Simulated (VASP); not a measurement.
# NaI (Fm-3m) in VASP: elastic constants with PBEsol

Aim: the elastic constants of NaI with PBEsol.

Program: VASP 6.6.1. These are calculated values, not measurements. Logs are shortened: lines on timing, memory, paths and dates and some standing lists are left out, and cuts for length are marked.

### 1 The cell of the first run

It takes space group Fm-3m (No. 225, cubic). Conventional cell: a = 6.473 Å, b = 6.473 Å, c = 6.473 Å, α = 90.00°, β = 90.00°, γ = 90.00°. Na (site symmetry m-3m) has 6 I at 3.24 Å within 4.3 Å. Within 4.3 Å of I (site symmetry m-3m) lie 6 Na at 3.24 Å.

### 2 Elastic constants, PBEsol

File INCAR:

```
ALGO = Normal ; EDIFF = 1E-8
ENCUT = 600 ; GGA = PS
IBRION = 6 ; ISIF = 3
ISMEAR = 0 ; LASPH = T
LCHARG = F ; LREAL = F
LWAVE = F ; NBANDS = 14
NELM = 80 ; NFREE = 2
NSW = 1 ; POTIM = 0.015
PREC = Accurate ; SIGMA = 0.01
```

File KPOINTS:

```
k-points
0
Gamma
  6 6 6
```

File POSCAR:

```
NaI
1.0
    0.0000000000      3.2364000000      3.2364000000
    3.2364000000      0.0000000000      3.2364000000
    3.2364000000      3.2364000000      0.0000000000
Na I
1 1
Direct
    0.0000000000      0.0000000000      0.0000000000
    0.5000000000      0.5000000000      0.5000000000
```

Potentials or basis: VASP PAW PBE potentials, release 64 (Na_pv, I).

Command:

```console
$ cat potpaw_PBE.64/Na_pv/POTCAR potpaw_PBE.64/I/POTCAR > POTCAR
$ mpirun -np 1 vasp_std > vasp.out
```

OUTCAR:

```text
EDIFF = 1E-8
   ENCUT = 600
   GGA = PS
   IBRION = 6
   ISIF = 3
   ISMEAR = 0
   LASPH = T
   LREAL = F
   NELM = 80
   NFREE = 2
   NSW = 1
   POTIM = 0.015
   PREC = Accurate

 ion  position               nearest neighbor table
   1  0.000  0.000  0.000-
   2  0.500  0.500  0.500-

  LATTYP: Found a face centered cubic cell.
 ALAT       =     6.4728000000

  Lattice vectors:

 A1 = (   0.0000000000,   3.2364000000,   3.2364000000)
 A2 = (   3.2364000000,   0.0000000000,   3.2364000000)
 A3 = (   3.2364000000,   3.2364000000,   0.0000000000)

Analysis of symmetry for initial positions (statically):
=====================================================================
 Subroutine PRICEL returns:
 Original cell was already a primitive cell.

 Routine SETGRP: Setting up the symmetry group for a
 face centered cubic supercell.

 Subroutine GETGRP returns: Found 48 space group operations
 (whereof 48 operations were pure point group operations)
 out of a pool of 48 trial point group operations.

The static configuration has the point symmetry O_h .

Analysis of symmetry for dynamics (positions and initial velocities):
=====================================================================
 Subroutine PRICEL returns:
 Original cell was already a primitive cell.

 Routine SETGRP: Setting up the symmetry group for a
 face centered cubic supercell.

 Subroutine GETGRP returns: Found 48 space group operations
 (whereof 48 operations were pure point group operations)
 out of a pool of 48 trial point group operations.

The dynamic configuration has the point symmetry O_h .

 Subroutine INISYM returns: Found 48 space group operations
 (whereof 48 operations are pure point group operations),
 and found     1 'primitive' translations

----------------------------------------------------------------------------------------

                                     Primitive cell

  volume of cell :      67.7980

  direct lattice vectors                    reciprocal lattice vectors
     0.000000000  3.236400000  3.236400000    -0.154492646  0.154492646  0.154492646
     3.236400000  0.000000000  3.236400000     0.154492646 -0.154492646  0.154492646
     3.236400000  3.236400000  0.000000000     0.154492646  0.154492646 -0.154492646

  length of vectors
     4.576960773  4.576960773  4.576960773     0.267589113  0.267589113  0.267589113

  position of ions in fractional coordinates (direct lattice)
     0.000000000  0.000000000  0.000000000
     0.500000000  0.500000000  0.500000000

  ion indices of the primitive-cell ions
   primitive index   ion index
                 1           1
                 2           2

----------------------------------------------------------------------------------------

 KPOINTS: k-points

Automatic generation of k-mesh.
 Grid dimensions read from file:
 generate k-points for:    6    6    6

 Generating k-lattice:

  Cartesian coordinates                     Fractional coordinates (reciprocal lattice)
    -0.025748774  0.025748774  0.025748774     0.166666667  0.000000000  0.000000000
     0.025748774 -0.025748774  0.025748774     0.000000000  0.166666667  0.000000000
     0.025748774  0.025748774 -0.025748774     0.000000000  0.000000000  0.166666667

  Length of vectors
     0.044598185  0.044598185  0.044598185

[... 100 lines left out ...]
  --------------------------------------------------------------------------------------
  -------------------------------------------------------------------------------------
  Total       -0.2050885     -0.2050885     -0.2050885      0.0000000     -0.0000000     -0.0000000
  in kB       -4.8465804     -4.8465804     -4.8465804      0.0000000     -0.0000000     -0.0000000
  external PRESSURE =      -4.8465804 kB  Pullay stress =       0.0000000 kB
[... 89 lines left out ...]
  FREE ENERGIE OF THE ION-ELECTRON SYSTEM (eV)
  ---------------------------------------------------
  free  energy   TOTEN  =        -5.6682937129 eV

  energy  without entropy=       -5.6682937129  energy(sigma->0) =       -5.66829371

[... ionic steps 4 to 14 ...]

--------------------------------------- Ionic step       15  -------------------------------------------

 number of electron      13.9999998 magnetization

------------------------ aborting loop because EDIFF is reached ----------------------------------------
[... 67 lines left out ...]
--------------------------------------- Ionic step       17  -------------------------------------------

 number of electron      13.9999994 magnetization

 Free energy of the ion-electron system (eV)
  ---------------------------------------------------
  ext. energy  EPLUGINS =         0.00000000
  ---------------------------------------------------
  free energy    TOTEN  =        -5.66667879 eV

  energy without entropy =       -5.66667879  energy(sigma->0) =       -5.66667879

 E-fermi :   0.8497     XC(G=0):  -7.8447

 val. band max:        0.7177036722   @ k =   0.0000   0.0000   0.0000
 cond. band min:       4.2236752117   @ k =   0.0000   0.0000   0.0000
 fundamental gap:      3.5059715395
 Fermi energy:         0.8496679644

 k-point     1 :       0.0000    0.0000    0.0000
  band No.  band energies     occupation
      1     -21.5278      2.00000
      2     -21.5278      2.00000
      3     -21.5278      2.00000
      4     -10.3391      2.00000
      5       0.7176      2.00000
      6       0.7177      2.00000
      7       0.7177      2.00000
      8       4.2237      0.00000
      9       8.5633      0.00000
     10       8.5633      0.00000
     11       8.5633      0.00000
     12      10.4343      0.00000
     13      10.4345      0.00000
     14      10.9539      0.00000
[... 377 lines left out ...]
      1     -21.5313      2.00000
      2     -21.5308      2.00000
      3     -21.5287      2.00000
      4      -9.9587      2.00000
      5      -0.8756      2.00000
      6      -0.7580      2.00000
      7       0.2068      2.00000
      8       6.2085      0.00000
      9       7.7440      0.00000
     10       8.7621      0.00000
     11       9.3669      0.00000
     12      10.5679      0.00000
     13      11.4343      0.00000
     14      14.5313      0.00000

 [... further k-points ...]

------------------------ aborting loop because EDIFF is reached ----------------------------------------

  FORCE on cell =-STRESS in cart. coord.  units (eV):
  Direction    XX          YY          ZZ          XY          YZ          ZX
  --------------------------------------------------------------------------------------
  -------------------------------------------------------------------------------------
  Total       -0.2032444     -0.2049809     -0.2049809     -0.0000000      0.0000000      0.0000000
  in kB       -4.8029992     -4.8440371     -4.8440371     -0.0000000      0.0000000      0.0000000
  external PRESSURE =      -4.8303578 kB  Pullay stress =       0.0000000 kB
[... 17 lines left out ...]
  FREE ENERGIE OF THE ION-ELECTRON SYSTEM (eV)
  ---------------------------------------------------
  free  energy   TOTEN  =        -5.6666787893 eV

  energy  without entropy=       -5.6666787893  energy(sigma->0) =       -5.66667879

 INTERNAL STRAIN TENSORS FROM STRAINED CELLS
 ============================================

 INTERNAL STRAIN TENSOR FOR ION    1 for displacements in x,y,z  (eV/Angst):
          X           Y           Z          XY          YZ          ZX
  --------------------------------------------------------------------------------
  x    -0.00000    -0.00000    -0.00000     0.00000    -0.00000    -0.00000
  y    -0.00000     0.00000    -0.00000    -0.00000     0.00000     0.00000
  z     0.00000     0.00000    -0.00000     0.00000    -0.00000    -0.00000

 INTERNAL STRAIN TENSORS FROM DISPLACED ATOMS
 ============================================

 INTERNAL STRAIN TENSOR FOR ION    1 for displacements in x,y,z  (eV/Angst):
          X           Y           Z          XY          YZ          ZX
  --------------------------------------------------------------------------------
  x     0.00000     0.00000     0.00000     0.00000     0.00000     0.00000
  y     0.00000     0.00000     0.00000     0.00000     0.00000     0.00000
  z     0.00000     0.00000     0.00000     0.00000     0.00000     0.00000

 INTERNAL STRAIN TENSOR FOR ION    2 for displacements in x,y,z  (eV/Angst):
          X           Y           Z          XY          YZ          ZX
  --------------------------------------------------------------------------------
  x     0.00000     0.00000     0.00000     0.00000     0.00000     0.00000
  y     0.00000     0.00000     0.00000     0.00000     0.00000     0.00000
  z     0.00000     0.00000     0.00000     0.00000     0.00000     0.00000

 Eigenvectors and eigenvalues of the dynamical matrix
 ----------------------------------------------------

   1 f  =    3.245921 THz    20.394725 2PiTHz  108.272279 cm-1    13.424046 meV
             X         Y         Z           dx          dy          dz
      0.000000  0.000000  0.000000    -0.919262    0.000000    0.000000
      3.236400  3.236400  3.236400     0.393647    0.000000    0.000000
[... 21 lines left out ...]
   6 f/i=    0.007113 THz     0.044690 2PiTHz    0.237252 cm-1     0.029416 meV
             X         Y         Z           dx          dy          dz
      0.000000  0.000000  0.000000     0.000000    0.315397    0.235547
      3.236400  3.236400  3.236400     0.000000    0.736530    0.550060

--------------------------------------------------------------------------------------------------------

 ELASTIC MODULI CONTR FROM IONIC RELAXATION (kBar)
 Direction    XX          YY          ZZ          XY          YZ          ZX
 --------------------------------------------------------------------------------
 XX           0.0000      0.0000      0.0000      0.0000      0.0000      0.0000
 YY           0.0000      0.0000      0.0000      0.0000      0.0000      0.0000
 ZZ           0.0000      0.0000      0.0000      0.0000      0.0000      0.0000
 XY           0.0000      0.0000      0.0000      0.0000      0.0000      0.0000
 YZ           0.0000      0.0000      0.0000      0.0000      0.0000      0.0000
 ZX           0.0000      0.0000      0.0000      0.0000      0.0000      0.0000
 --------------------------------------------------------------------------------

 TOTAL ELASTIC MODULI (kBar)
 Direction    XX          YY          ZZ          XY          YZ          ZX
 --------------------------------------------------------------------------------
 XX         309.9517     72.1251     72.1251      0.0000      0.0000     -0.0000
 YY          72.1251    309.9517     72.1251      0.0000      0.0000      0.0000
 ZZ          72.1251     72.1251    309.9517      0.0000      0.0000      0.0000
 XY           0.0000      0.0000      0.0000     65.8461      0.0000      0.0000
 YZ           0.0000      0.0000      0.0000      0.0000     65.8461      0.0000
 ZX          -0.0000      0.0000      0.0000      0.0000      0.0000     65.8461
 --------------------------------------------------------------------------------
```

Wall time 10 min (1 thread of AMD EPYC 7R13 (Zen 3), shared host); peak memory 0.29 GiB.

What came out:

```yaml
Elastic_constants_C11_C12_C44: 31, 7, 7 GPa
Voigt_bulk_modulus: 15 GPa
Highest_phonon_frequency_at_Γ_LO-TO_splitting_left_out: 108 cm⁻¹
```

Phonon frequencies in cm⁻¹ (negative: imaginary):
| q point | frequencies |
| --- | --- |
| (0.000, 0.000, 0.000) | 0 0 0 108 108 108 |

Elastic tensor in Voigt notation (GPa, in the Cartesian axes of the cell as first typed):
```
31  7  7  0  0  0
 7 31  7  0  0  0
 7  7 31  0  0  0
 0  0  0  7  0  0
 0  0  0  0  7  0
 0  0  0  0  0  7
```

Clamped-ion elastic tensor (GPa):
```
31  7  7  0  0  0
 7 31  7  0  0  0
 7  7 31  0  0  0
 0  0  0  7  0  0
 0  0  0  0  7  0
 0  0  0  0  0  7
```

Caveat: the PAW data sets were made with another functional, which shifts forces and pressure a little; spin-orbit coupling is left out, which moves the levels of the heavy elements.
